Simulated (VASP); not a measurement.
Here is a VASP 6.6.1 calculation.

File INCAR:

```
PREC     = Accurate       # precision mode
ENCUT    = 520            # plane-wave cutoff, eV
EDIFF    = 1E-6           # SCF threshold, eV
ISMEAR   = 0              # smearing method
SIGMA    = 0.02           # smearing width, eV
LREAL    = False          # projectors in reciprocal space
LASPH    = True           # aspherical terms in the spheres
NELM     = 60             # most SCF steps
ALGO     = Normal         # electronic algorithm
ISIF     = 2              # what is computed and relaxed
LWAVE    = False          # write WAVECAR
LCHARG   = False          # write CHGCAR
GGA      = PS             # functional
NBANDS   = 35             # bands
```

KPOINTS

```
regular mesh
0
Gamma
  6 6 8
```

Contents of POSCAR:

```
SnO2
1.0
    4.8401875213      0.0000000000      0.0000000000
    0.0000000000      4.8416167930      0.0000000000
    0.0000000000      0.0000000000      3.0192603988
Sn O
2 4
Direct
    0.5000000000      0.5000000000      0.5000000000
    0.0000000000      0.0000000000      0.0000000000
    0.3046605908      0.3047299633      0.0000000000
    0.8046605908      0.1952700367      0.5000000000
    0.1953394092      0.8047299633      0.5000000000
    0.6953394092      0.6952700367      0.0000000000
```

Potentials or basis: VASP PAW PBE potentials, release 64 (Sn_d, O).

The run is started by

```console
$ cat potpaw_PBE.64/Sn_d/POTCAR potpaw_PBE.64/O/POTCAR > POTCAR
$ mpirun -np 1 vasp_std > vasp.out
```

(1) Predict the band gap on the k mesh.

(2) Estimate the pressure.

(3) Estimate the largest force.

## Answers

(1) 1.49 eV.

(2) 11.2 GPa.

(3) 0.259 eV/Å.

Caveat: the cell differs from its parent crystal (uniaxial strain along c: -6.0 %); the cell stands under pressure; the PAW data sets were made with another functional, which shifts forces and pressure a little; spin-orbit coupling is left out, which moves the levels of the heavy elements.
